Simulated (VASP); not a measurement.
Here is a VASP 6.6.1 calculation.

INCAR

```
  PREC = Accurate
  ENCUT = 600
  EDIFF = 1E-6
  ISMEAR = -1
  SIGMA = 0.1
  LREAL = F
  LASPH = T
  NELM = 60
  ALGO = Normal
  ISIF = 3
  LWAVE = F
  LCHARG = F
  GGA = PE
  IBRION = 2
  NSW = 80
  EDIFFG = -0.01
  PSTRESS = 100.0
```

File KPOINTS:

```
regular mesh
0
Gamma
  19 19 19
```

The input POSCAR:

```
Os
1.0
    1.5200000000      1.5200000000      1.5200000000
   -1.5200000000      1.5200000000      1.5200000000
   -1.5200000000     -1.5200000000      1.5200000000
Os
1
Direct
    0.0000000000      0.0000000000      0.0000000000
```

Potentials or basis: VASP PAW PBE potentials, release 64 (Os).

Command:

```sh
$ cat potpaw_PBE.64/Os/POTCAR > POTCAR
$ mpirun -np 1 vasp_std > vasp.out
```

(1) Predict the relaxed cell.

(2) Estimate the relaxed volume.

Answers

(1) a = 2.655 Å, b = 2.655 Å, c = 2.655 Å, α = 70.53°, β = 109.47°, γ = 70.53°.

(2) 14.41 Å³/atom.

Caveat: the cell is relaxed towards a set pressure, so the enthalpy falls and the energy may rise.
